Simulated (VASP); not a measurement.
# BaO (Fm-3m) in VASP: notebook, part 2 of 2

VASP 6.6.1. Earlier steps stand in the parts before.

**4. Single point, r2SCAN (21.30 Å³/atom)**

This run uses another cell than the first one, of 21.30 Å³/atom.

POSCAR reads:

```
BaO
1.0
    0.0000000000      2.7719946919      2.7719946919
    2.7719946919      0.0000000000      2.7719946919
    2.7719946919      2.7719946919      0.0000000000
Ba O
1 1
Direct
    0.5000000000      0.5000000000      0.5000000000
    0.0000000000      0.0000000000      0.0000000000
```

INCAR.step1 reads:

```
SYSTEM = BaO
  PREC = Accurate
  ENCUT = 1480
  ISMEAR = 0
  SIGMA = 0.05
  LREAL = .False.
  LASPH = .True.
  NELM = 120
  NBANDS = 15
  GGA = PE
  ALGO = Normal
  EDIFF = 1E-5
  LWAVE = .True.
  LCHARG = .False.
  GGA_COMPAT = .False.
```

INCAR.step2 reads:

```
SYSTEM = BaO
  PREC = Accurate
  ENCUT = 1480
  EDIFF = 1E-6
  ISMEAR = 0
  SIGMA = 0.05
  LREAL = .False.
  LASPH = .True.
  NELM = 120
  ALGO = Normal
  ISIF = 2
  LWAVE = .False.
  LCHARG = .False.
  METAGGA = R2SCAN
  LMIXTAU = .True.
  NBANDS = 15
  ISTART = 1
  GGA_COMPAT = .False.
```

KPOINTS reads:

```
regular mesh
0
Gamma
  8 8 8
  0 0 0
```

Potentials or basis: VASP PAW PBE potentials, release 64 (Ba_sv, O_h).

Command:

```bash
$ cat potpaw_PBE.64/Ba_sv/POTCAR potpaw_PBE.64/O_h/POTCAR > POTCAR
$ cp INCAR.step1 INCAR
$ mpirun -np 1 vasp_std > vasp.out
$ cp INCAR.step2 INCAR
$ mpirun -np 1 vasp_std > vasp.out
```

OUTCAR:

```text
SYSTEM = BaO
   PREC = Accurate
   ENCUT = 1480
   EDIFF = 1E-6
   ISMEAR = 0
   LREAL = .False.
   LASPH = .True.
   NELM = 120
   ISIF = 2
   METAGGA = R2SCAN
   ISTART = 1

 ion  position               nearest neighbor table
   1  0.500  0.500  0.500-   2 2.77   2 2.77   2 2.77   2 2.77   2 2.77   2 2.77
   2  0.000  0.000  0.000-   1 2.77   1 2.77   1 2.77   1 2.77   1 2.77   1 2.77

  LATTYP: Found a face centered cubic cell.
 ALAT       =     5.5439893838

  Lattice vectors:

 A1 = (   0.0000000000,   2.7719946919,   2.7719946919)
 A2 = (   2.7719946919,   0.0000000000,   2.7719946919)
 A3 = (   2.7719946919,   2.7719946919,   0.0000000000)

Analysis of symmetry for initial positions (statically):
=====================================================================
 Subroutine PRICEL returns:
 Original cell was already a primitive cell.

 Routine SETGRP: Setting up the symmetry group for a
 face centered cubic supercell.

 Subroutine GETGRP returns: Found 48 space group operations
 (whereof 48 operations were pure point group operations)
 out of a pool of 48 trial point group operations.

The static configuration has the point symmetry O_h .

Analysis of symmetry for dynamics (positions and initial velocities):
=====================================================================
 Subroutine PRICEL returns:
 Original cell was already a primitive cell.

 Routine SETGRP: Setting up the symmetry group for a
 face centered cubic supercell.

 Subroutine GETGRP returns: Found 48 space group operations
 (whereof 48 operations were pure point group operations)
 out of a pool of 48 trial point group operations.

The dynamic configuration has the point symmetry O_h .

 Subroutine INISYM returns: Found 48 space group operations
 (whereof 48 operations are pure point group operations),
 and found     1 'primitive' translations

----------------------------------------------------------------------------------------

                                     Primitive cell
[... 121 lines left out ...]
   LRPA    =     F    only Hartree local field effects (RPA)
 non-spin polarized calculation
 Gauss-broadening in eV      SIGMA  =   0.05
  energy-cutoff  :     1480.00
  volume of cell :       42.60
 maximum number of plane-waves:      5577
 NGX is ok and might be reduce to    50
   NGX = 25   NGY = 25   NGZ = 25

 number of electron      16.0000000 magnetization

 Free energy of the ion-electron system (eV)
  ---------------------------------------------------
  ext. energy  EPLUGINS =         0.00000000
  ---------------------------------------------------
  free energy    TOTEN  =       -37.83375560 eV

  energy without entropy =      -37.83375560  energy(sigma->0) =      -37.83375560

 E-fermi :   2.1520     XC(G=0): -10.1541

 val. band max:        1.8111668048   @ k =   0.5000   0.5000   0.0000
 cond. band min:       4.1307838915   @ k =   0.5000   0.5000   0.0000
 fundamental gap:      2.3196170867
 Fermi energy:         2.1520235056

 k-point     1 :       0.0000    0.0000    0.0000
  band No.  band energies     occupation
      1     -24.8644      2.00000
      2     -14.1637      2.00000
      3      -8.9500      2.00000
      4      -8.9500      2.00000
      5      -8.9500      2.00000
      6       1.4462      2.00000
      7       1.4462      2.00000
      8       1.4462      2.00000
      9       5.9280      0.00000
     10       6.9382      0.00000
     11       6.9382      0.00000
     12       6.9382      0.00000
     13       9.3750      0.00000
     14       9.3750      0.00000
[... 401 lines left out ...]
      2     -14.7000      2.00000
      3      -9.5911      2.00000
      4      -9.5650      2.00000
      5      -9.0720      2.00000
      6       0.2834      2.00000
      7       0.8829      2.00000
      8       0.9441      2.00000
      9       7.0523      0.00000
     10       7.6879      0.00000
     11      10.1790      0.00000
     12      10.2654      0.00000
     13      12.5372      0.00000
     14      14.2082      0.00000
     15      14.8382      0.00000

 [... further k-points ...]

------------------------ aborting loop because EDIFF is reached ----------------------------------------

  FORCE on cell =-STRESS in cart. coord.  units (eV):
  Direction    XX          YY          ZZ          XY          YZ          ZX
  --------------------------------------------------------------------------------------
  -------------------------------------------------------------------------------------
  Total        0.4320166      0.4320166      0.4320166      0.0000000      0.0000000      0.0000000
  in kB       16.2481482     16.2481482     16.2481482      0.0000000      0.0000000      0.0000000
  external PRESSURE =      16.2481482 kB  Pullay stress =       0.0000000 kB

 VOLUME and BASIS-vectors are now :
 -----------------------------------------------------------------------------
  energy-cutoff  :     1480.00
  volume of cell :       42.60
      direct lattice vectors                 reciprocal lattice vectors
     0.000000000  2.771994692  2.771994692    -0.180375526  0.180375526  0.180375526
     2.771994692  0.000000000  2.771994692     0.180375526 -0.180375526  0.180375526
     2.771994692  2.771994692  0.000000000     0.180375526  0.180375526 -0.180375526

 POSITION                                       TOTAL-FORCE (eV/Angst)
 -----------------------------------------------------------------------------------
      2.77199      2.77199      2.77199        -0.000000      0.000000     -0.000000
      0.00000      0.00000      0.00000         0.000000     -0.000000      0.000000
 -----------------------------------------------------------------------------------
    total drift:                                0.000000     -0.000000     -0.000000

  FREE ENERGIE OF THE ION-ELECTRON SYSTEM (eV)
  ---------------------------------------------------
  free  energy   TOTEN  =       -37.8337555999 eV

  energy  without entropy=      -37.8337555999  energy(sigma->0) =      -37.83375560
```

OUTCAR.step1:

```text
SYSTEM = BaO
   PREC = Accurate
   ENCUT = 1480
   ISMEAR = 0
   LREAL = .False.
   LASPH = .True.
[... 654 lines left out ...]
      2.77199      2.77199      2.77199        -0.000000      0.000000     -0.000000
      0.00000      0.00000      0.00000         0.000000      0.000000      0.000000
 -----------------------------------------------------------------------------------
    total drift:                                0.000000     -0.000000     -0.000000

  FREE ENERGIE OF THE ION-ELECTRON SYSTEM (eV)
  ---------------------------------------------------
  free  energy   TOTEN  =       -11.8024950224 eV

  energy  without entropy=      -11.8024950224  energy(sigma->0) =      -11.80249502
```

Run time: 5.7 min. Hardware: 1 thread of AMD EPYC 7R43 (Zen 3), shared host; peak memory 0.42 GiB.

Results:

| Property | Result |
| --- | --- |
| Free energy | -37.8338 eV |
| Pressure | 1.6 GPa |
| Band gap on the k mesh | 2.32 eV |

Caveat: the PAW data sets were made with another functional, which shifts forces and pressure a little; spin-orbit coupling is left out, which moves the levels of the heavy elements.

**5. Overview**

| level | cell | k mesh | cutoff (eV) | gap on the mesh (eV) | pressure (GPa) |
| --- | --- | --- | --- | --- | --- |
| PBE | a = 3.941 Å, angles 60.0°, 2 atoms | 6 × 6 × 6 | 1340 | 2.04 | 1.5 |
| r2SCAN | a = 3.972 Å, angles 60.0°, 2 atoms | 8 × 8 × 8 | 1480 | 2.44 | -1.3 |
| r2SCAN | a = 3.920 Å, angles 60.0°, 2 atoms | 8 × 8 × 8 | 1480 | 2.32 | 1.6 |

Alike in all rows: task single point; potentials or basis VASP PAW PBE potentials, release 64 (Ba_sv, O_h); no spin polarisation; smearing gaussian 0.05 eV.

Caveats: spin-orbit coupling is left out, which moves the levels of the heavy elements; the PAW data sets were made with another functional, which shifts forces and pressure a little (at least some runs).

Absolute energies hang on the potentials; compare differences alone.
